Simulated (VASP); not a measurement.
# Ag (Fm-3m) in VASP: single point with r2SCAN+rVV10

Aim: the single point of Ag with r2SCAN+rVV10.

Program: VASP 6.6.1. These are calculated values, not measurements. Logs are shortened: lines on timing, memory, paths and dates and some standing lists are left out, and cuts for length are marked.

## 1. The cell of the first run

Symmetry: Fm-3m, No. 225, cubic system. The conventional cell has a = 4.076 Å, b = 4.076 Å, c = 4.076 Å, α = 90.00°, β = 90.00°, γ = 90.00°. Ag (site symmetry m-3m) has 12 Ag at 2.88 Å within 3.8 Å.

## 2. Single point, r2SCAN+rVV10

The input, POSCAR:

```
Ag
1.0
    0.0000000000      2.0381265997      2.0381265997
    2.0381265997      0.0000000000      2.0381265997
    2.0381265997      2.0381265997      0.0000000000
Ag
1
Direct
    0.0000000000      0.0000000000      0.0000000000
```

The input, INCAR.step1:

```
PREC = Accurate
ENCUT = 550
ISMEAR = 0
SIGMA = 0.1
LREAL = False
LASPH = True
NELM = 120
NBANDS = 12
GGA = PE
ALGO = Normal
EDIFF = 1E-5
LWAVE = True
LCHARG = False
GGA_COMPAT = False
```

The input, INCAR.step2:

```
PREC = Accurate
ENCUT = 550
EDIFF = 1E-6
ISMEAR = 0
SIGMA = 0.1
LREAL = False
LASPH = True
NELM = 120
ALGO = Normal
ISIF = 2
LWAVE = False
LCHARG = False
METAGGA = R2SCAN
LMIXTAU = True
LUSE_VDW = True
IVDW_NL = 2
BPARAM = 11.95
CPARAM = 0.0093
NBANDS = 12
ISTART = 1
GGA_COMPAT = False
```

The input, KPOINTS:

```
Automatic mesh
0
Gamma
  18 18 18
```

Potentials or basis: VASP PAW PBE potentials, release 64 (Ag).

The run is started by

```bash
$ cat potpaw_PBE.64/Ag/POTCAR > POTCAR
$ cp INCAR.step1 INCAR
$ mpirun -np 1 vasp_std > vasp.out
$ cp INCAR.step2 INCAR
$ mpirun -np 1 vasp_std > vasp.out
```

OUTCAR:

```text
PREC = Accurate
   ENCUT = 550
   EDIFF = 1E-6
   ISMEAR = 0
   LREAL = False
   LASPH = True
   NELM = 120
   ISIF = 2
   METAGGA = R2SCAN
   IVDW_NL = 2
   BPARAM = 11.95
   ISTART = 1

 ion  position               nearest neighbor table
   1  0.000  0.000  0.000-

  LATTYP: Found a face centered cubic cell.
 ALAT       =     4.0762531994

  Lattice vectors:

 A1 = (   0.0000000000,   2.0381265997,   2.0381265997)
 A2 = (   2.0381265997,   0.0000000000,   2.0381265997)
 A3 = (   2.0381265997,   2.0381265997,   0.0000000000)

Analysis of symmetry for initial positions (statically):
=====================================================================
 Subroutine PRICEL returns:
 Original cell was already a primitive cell.

 Routine SETGRP: Setting up the symmetry group for a
 face centered cubic supercell.

 Subroutine GETGRP returns: Found 48 space group operations
 (whereof 48 operations were pure point group operations)
 out of a pool of 48 trial point group operations.

The static configuration has the point symmetry O_h .

Analysis of symmetry for dynamics (positions and initial velocities):
=====================================================================
 Subroutine PRICEL returns:
 Original cell was already a primitive cell.

 Routine SETGRP: Setting up the symmetry group for a
 face centered cubic supercell.

 Subroutine GETGRP returns: Found 48 space group operations
 (whereof 48 operations were pure point group operations)
 out of a pool of 48 trial point group operations.

The dynamic configuration has the point symmetry O_h .

 Subroutine INISYM returns: Found 48 space group operations
 (whereof 48 operations are pure point group operations),
 and found     1 'primitive' translations

----------------------------------------------------------------------------------------

                                     Primitive cell

  volume of cell :      16.9326

  direct lattice vectors                    reciprocal lattice vectors
     0.000000000  2.038126600  2.038126600    -0.245323328  0.245323328  0.245323328
     2.038126600  0.000000000  2.038126600     0.245323328 -0.245323328  0.245323328
     2.038126600  2.038126600  0.000000000     0.245323328  0.245323328 -0.245323328

  length of vectors
     2.882346279  2.882346279  2.882346279     0.424912468  0.424912468  0.424912468

  position of ions in fractional coordinates (direct lattice)
     0.000000000  0.000000000  0.000000000

  ion indices of the primitive-cell ions
   primitive index   ion index
                 1           1

----------------------------------------------------------------------------------------

 KPOINTS: Automatic mesh

Automatic generation of k-mesh.
 Grid dimensions read from file:
 generate k-points for:   18   18   18

 Generating k-lattice:

  Cartesian coordinates                     Fractional coordinates (reciprocal lattice)
    -0.013629074  0.013629074  0.013629074     0.055555556  0.000000000  0.000000000
     0.013629074 -0.013629074  0.013629074     0.000000000  0.055555556  0.000000000
     0.013629074  0.013629074 -0.013629074     0.000000000  0.000000000  0.055555556

  Length of vectors
     0.023606248  0.023606248  0.023606248

  Shift w.r.t. Gamma in fractional coordinates (k-lattice)
     0.000000000  0.000000000  0.000000000

 Subroutine IBZKPT returns following result:
 ===========================================

 Found    195 irreducible k-points:

 Following reciprocal coordinates:
            Coordinates               Weight
  0.000000  0.000000  0.000000      1.000000
  0.055556  0.000000  0.000000      8.000000
  0.111111  0.000000  0.000000      8.000000
  0.166667  0.000000  0.000000      8.000000
  0.222222  0.000000  0.000000      8.000000
  0.277778  0.000000  0.000000      8.000000
[... 16 lines left out ...]
 -0.277778  0.055556  0.000000     24.000000
 -0.222222  0.055556  0.000000     24.000000
 [... further k-points ...]
   k-points           NKPTS =    195   k-points in BZ     NKDIM =    195   number of bands    NBANDS=     12
   number of dos      NEDOS =    301   number of ions     NIONS =      1
   total plane-waves  NPLWV =  13824
   dimension x,y,z NGX =    24 NGY =   24 NGZ =   24
   dimension x,y,z NGXF=    48 NGYF=   48 NGZF=   48
   ions per type =               1
   NGX,Y,Z   is equivalent  to a cutoff of  13.84, 13.84, 13.84 a.u.
   NGXF,Y,Z  is equivalent  to a cutoff of  27.69, 27.69, 27.69 a.u.
 SYSTEM =  unknown system
   PREC   = accura    normal or accurate (medium, high low for compatibility)
   ISTART =      1    job   : 0-new  1-cont  2-samecut
   ICHARG =      0    charge: 1-file 2-atom 10-const
   ISPIN  =      1    spin polarized calculation?
   LNONCOLLINEAR =      F non collinear calculations
   LSORBIT =      F    spin-orbit coupling
   LASPH  =      T    aspherical Exc in radial PAW
   ENCUT  =  550.0 eV  40.42 Ry    6.36 a.u.   5.51  5.51  5.51*2*pi/ulx,y,z
   NELM   =    120;   NELMIN=  2; NELMDL=  0     # of ELM steps
   EDIFF  = 0.1E-05   stopping-criterion for ELM
   LREAL  =      F    real-space projection
   EDIFFG = 0.1E-04   stopping-criterion for IOM
   NSW    =      0    number of steps for IOM
   IBRION =     -1    ionic relax: 0-MD 1-quasi-New 2-CG
   NFREE  =      0    steps in history (QN), initial steepest desc. (CG)
   ISIF   =      2    stress and relaxation
   ISYM   =      2    0-nonsym 1-usesym 2-fastsym
   POTIM  = 0.5000    time-step for ionic-motion
   TEBEG  =    0.0;   TEEND  =   0.0 temperature during run
   PSTRESS=    0.0 pullay stress
   NELECT =      11.0000    total number of electrons
   NUPDOWN=      -1.0000    fix difference up-down
   EMIN   =  10.00;   EMAX   =-10.00  energy-range for DOS
   EFERMI =   0.00;   METHOD = LEGACY
   ISMEAR =     0;   SIGMA  =   0.10  broadening in eV -4-tet -1-fermi 0-gaus
   EFERMI_NEDOS =   21; number of points for ismear=-14 and -15
   IALGO  =     38    algorithm
   IMIX   =      4    mixing-type and parameters
     AMIX     =   0.40;   BMIX     =  1.00
     AMIX_MAG =   1.60;   BMIX_MAG =  1.00
  volume/ion in A,a.u.               =      16.93       114.27
  Fermi-wavevector in a.u.,A,eV,Ry     =   1.417853  2.679354 27.351893  2.010307
  Thomas-Fermi vector in A             =   2.539040
   LORBIT       =      0    0 simple, 1 ext, 2 COOP (PROOUT), +10 PAW based schemes
   METAGGA = R2SCAN    functional components
   LHFCALC =     F    Hartree Fock is set to
   AEXX    =    0.0000 exact exchange contribution
   IVDW_NL    =     2    kernel type
   BPARAM     =11.9500
   IVDW    =     0    specifies the selected vdW correction
   LEPSILON=     F    determine dielectric tensor
   LRPA    =     F    only Hartree local field effects (RPA)
 non-spin polarized calculation
 Gauss-broadening in eV      SIGMA  =   0.10
  energy-cutoff  :      550.00
  volume of cell :       16.93
 maximum number of plane-waves:       531
 NGX is ok and might be reduce to    24
   NGX = 11   NGY = 11   NGZ = 11

 number of electron      10.9999999 magnetization

 Free energy of the ion-electron system (eV)
  ---------------------------------------------------
  ext. energy  EPLUGINS =         0.00000000
  ---------------------------------------------------
  free energy    TOTEN  =       -21.03826573 eV

  energy without entropy =      -21.03731047  energy(sigma->0) =      -21.03778810

 E-fermi :   8.4589     XC(G=0): -13.0560

 val. band max:        8.4241572289   @ k =   0.5000   0.1667   0.0556
 cond. band min:       8.5969124812   @ k =   0.5000   0.3333   0.1111
 fundamental gap:      0.1727552522
 Fermi energy:         8.4589184789

 k-point     1 :       0.0000    0.0000    0.0000
  band No.  band energies     occupation
      1       0.4701      2.00000
      2       3.3508      2.00000
      3       3.3508      2.00000
      4       3.3508      2.00000
      5       4.4117      2.00000
      6       4.4117      2.00000
      7      25.1575      0.00000
      8      28.9316      0.00000
      9      28.9316      0.00000
     10      28.9316      0.00000
     11      33.8965      0.00000
     12      35.0056      0.00000

 k-point     2 :       0.0556    0.0000    0.0000
  band No.  band energies     occupation
      1       0.5707      2.00000
      2       3.3276      2.00000
      3       3.3789      2.00000
      4       3.3789      2.00000
      5       4.4008      2.00000
      6       4.4008      2.00000
      7      25.1768      0.00000
      8      28.0511      0.00000
      9      28.9710      0.00000
     10      28.9710      0.00000
     11      34.0101      0.00000
     12      34.8991      0.00000

 k-point     3 :       0.1111    0.0000    0.0000
  band No.  band energies     occupation
      1       0.8603      2.00000
      2       3.2748      2.00000
      3       3.4517      2.00000
      4       3.4517      2.00000
      5       4.3798      2.00000
      6       4.3798      2.00000
      7      24.9185      0.00000
      8      26.5832      0.00000
      9      29.0661      0.00000
     10      29.0661      0.00000
     11      33.1590      0.00000
     12      34.5183      0.00000

 k-point     4 :       0.1667    0.0000    0.0000
  band No.  band energies     occupation
      1       1.2871      2.00000
      2       3.2567      2.00000
      3       3.5321      2.00000
      4       3.5321      2.00000
      5       4.3849      2.00000
      6       4.3849      2.00000
      7      23.3687      0.00000
      8      26.1062      0.00000
      9      29.1452      0.00000
     10      29.1452      0.00000
     11      32.3984      0.00000
     12      33.8367      0.00000

 k-point     5 :       0.2222    0.0000    0.0000
  band No.  band energies     occupation
      1       1.7019      2.00000
      2       3.4375      2.00000
      3       3.5654      2.00000
      4       3.5654      2.00000
      5       4.4674      2.00000
      6       4.4674      2.00000
      7      21.2153      0.00000
      8      25.9371      0.00000
      9      29.0885      0.00000
     10      29.0885      0.00000
     11      32.2035      0.00000
     12      33.0753      0.00000
[... 228 lines left out ...]
      1       1.8495      2.00000
      2       3.3470      2.00000
      3       3.4064      2.00000
      4       4.9391      2.00000
      5       5.0216      2.00000
      6       6.9737      2.00000
      7      14.1983      0.00000
      8      24.4745      0.00000
      9      26.5044      0.00000
     10      27.8633      0.00000
     11      32.2377      0.00000
     12      32.5687      0.00000

 k-point    22 :      -0.3333    0.0556    0.0000
  band No.  band energies     occupation
      1       1.9238      2.00000
      2       3.4177      2.00000
      3       3.4703      2.00000
      4       4.6441      2.00000
      5       4.8033      2.00000
      6       5.8556      2.00000
      7      16.1644      0.00000
      8      24.7419      0.00000
      9      26.8442      0.00000
     10      28.8160      0.00000
     11      32.0317      0.00000
     12      32.2493      0.00000

 k-point    23 :      -0.2778    0.0556    0.0000
  band No.  band energies     occupation
      1       1.9727      2.00000
      2       3.4856      2.00000
      3       3.5469      2.00000
      4       4.0870      2.00000
      5       4.5655      2.00000
      6       5.1259      2.00000
      7      18.3125      0.00000
      8      25.0735      0.00000
      9      27.3715      0.00000
     10      29.9070      0.00000
     11      31.6716      0.00000
     12      31.8562      0.00000

 k-point    24 :      -0.2222    0.0556    0.0000
  band No.  band energies     occupation
      1       1.8754      2.00000
      2       3.3977      2.00000
      3       3.6016      2.00000
      4       3.6437      2.00000
      5       4.3660      2.00000
      6       4.7564      2.00000
      7      20.5395      0.00000
      8      25.3905      0.00000
      9      27.9226      0.00000
     10      30.5827      0.00000
     11      31.1709      0.00000
     12      32.1918      0.00000

 [... further k-points ...]
[... 5 lines left out ...]
  --------------------------------------------------------------------------------------
  -------------------------------------------------------------------------------------
  Total        0.0502382      0.0502382      0.0502382     -0.0000000      0.0000000      0.0000000
  in kB        4.7535838      4.7535838      4.7535838     -0.0000000      0.0000000      0.0000000
  external PRESSURE =       4.7535838 kB  Pullay stress =       0.0000000 kB

 VOLUME and BASIS-vectors are now :
 -----------------------------------------------------------------------------
  energy-cutoff  :      550.00
  volume of cell :       16.93
      direct lattice vectors                 reciprocal lattice vectors
     0.000000000  2.038126600  2.038126600    -0.245323328  0.245323328  0.245323328
     2.038126600  0.000000000  2.038126600     0.245323328 -0.245323328  0.245323328
     2.038126600  2.038126600  0.000000000     0.245323328  0.245323328 -0.245323328

 POSITION                                       TOTAL-FORCE (eV/Angst)
 -----------------------------------------------------------------------------------
      0.00000      0.00000      0.00000         0.000000      0.000000      0.000000
 -----------------------------------------------------------------------------------
    total drift:                               -0.000000     -0.000000     -0.000000

  FREE ENERGIE OF THE ION-ELECTRON SYSTEM (eV)
  ---------------------------------------------------
  free  energy   TOTEN  =       -21.0382657285 eV

  energy  without entropy=      -21.0373104736  energy(sigma->0) =      -21.03778810
```

Run time: 5 min. Hardware: 1 thread of AMD EPYC 7R13, shared host; peak memory 0.22 GiB.

What came out:

```
Free energy : -21.0383 eV
Pressure    : 0.5 GPa
```

Caveat: the PAW data sets were made with another functional, which shifts forces and pressure a little.
